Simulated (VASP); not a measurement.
# AlNi: single point with r2SCAN

Crystal: AlNi.

```
Al Ni
1.0
     1.93869   -1.95319    0.00000
     1.93869    1.95319    0.00000
     0.00000    0.00000    3.09943
Al Ni
1 1
Direct
  0.00000 0.00000 0.00000
  0.50000 0.50000 0.50000
```

```json
{"Program": "VASP 6.6.1", "Task": "single point", "Functional": "r2SCAN", "Potentials or basis": "VASP PAW PBE potentials, release 64 (Al, Ni)", "Cutoff": "520 eV", "k mesh": "4 × 4 × 4", "Occupations": "methfessel-paxton, width 0.1 eV", "Spin": "collinear spin, ferromagnetic start", "Starting moments": "[0.0, 1.5] μB"}
```

- Pressure: 0.4 GPa
- Net moment: 0.00 μB per cell
- Valence electrons inside the program's atomic spheres: Al 0.82; Ni 9.55

Stress tensor (GPa, compression positive):
```
 3.68  0.00  0.00
 0.00  4.51  0.00
 0.00  0.00 -7.10
```

Levels at points of the mesh, in eV from the Fermi level:
Spin up:
```tsv
k point	band 5	band 6	band 7	band 8	band 9	band 10
(0.00, 0.00, 0.00)	-1.42	-1.13	3.38	7.65	7.77	7.81
(0.50, 0.00, 0.00)	-1.87	-1.30	-0.06	8.43	8.52	10.20
(0.50, 0.50, 0.00)	-2.26	-2.25	-0.54	2.58	3.82	11.89
(0.00, 0.00, 0.50)	-1.87	-1.09	-1.01	9.02	12.06	12.10
(0.50, 0.00, 0.50)	-1.80	-1.70	-0.99	1.69	2.66	14.92
(0.50, 0.50, 0.50)	-0.52	2.10	2.38	2.50	4.49	4.58
```
Spin down:
```csv
k point,band 3,band 4,band 5,band 6,band 7,band 8,band 9,band 10,band 11,band 12
"(0.00, 0.00, 0.00)",-3.08,-1.44,-1.42,-1.13,3.38,7.65,7.77,7.81,9.23,16.13
"(0.50, 0.00, 0.00)",-2.61,-2.59,-1.87,-1.30,-0.06,8.43,8.52,10.20,12.51,13.82
"(0.50, 0.50, 0.00)",-2.38,-2.27,-2.26,-2.25,-0.54,2.58,3.82,11.89,14.53,14.57
"(0.00, 0.00, 0.50)",-2.74,-1.90,-1.87,-1.08,-1.01,9.02,12.06,12.10,12.51,12.52
"(0.50, 0.00, 0.50)",-3.39,-2.86,-1.80,-1.70,-0.99,1.69,2.66,14.92,16.57,17.41
"(0.50, 0.50, 0.50)",-4.07,-0.96,-0.52,2.10,2.38,2.50,4.49,4.58,4.93,5.82
```

Run time: 30 s on 1 thread of Intel(R) Xeon(R) 6975P-C (Granite Rapids), on a shared host, peak memory 0.15 GiB.

Caveat: the k points lie up to 0.57 Å⁻¹ apart; the starting moments collapsed, and a magnetic state may lie lower; the PAW data sets were made with another functional, which shifts forces and pressure a little.
